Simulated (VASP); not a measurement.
Crystal: P.

```
CELL_PARAMETERS angstrom
1.69050 0.97601 3.06579
-1.69050 0.97601 3.06579
0.00000 -1.95202 3.06579
ATOMIC_POSITIONS crystal
P 0.77292 0.77292 0.77292
P 0.22708 0.22708 0.22708
```

This cell differs from its parent crystal: volume scaled by 0.94.

Base run:

| Quantity | Value |
| --- | --- |
| Program | VASP 6.6.1 |
| Functional | PBE |
| Potentials or basis | VASP PAW PBE potentials, release 64 (P) |
| Cutoff | 520 eV |
| k mesh | 9 × 9 × 9 |
| Occupations | fermi-dirac, width 0.05 eV |
| Spin | no spin polarisation |

Its results: band gap on the k mesh zero (band 5 reaches 10.43 eV, above the bottom of band 6 at 9.65 eV); pressure 7.8 GPa; largest force 0.591 eV/Å.

The run is repeated on the same cell with these changes: functional from PBE to PBEsol; further incar settings from ALGO = Normal; EDIFF = 1e-06; NBANDS = 12 to ALGO = Normal; EDIFF = 1e-07; NBANDS = 12. What comes out?

Band gap on the k mesh zero (band 5 reaches 10.37 eV, above the bottom of band 6 at 9.49 eV); pressure 4.4 GPa; largest force 0.652 eV/Å.

Caveats: the PAW data sets were made with another functional, which shifts forces and pressure a little (some runs).
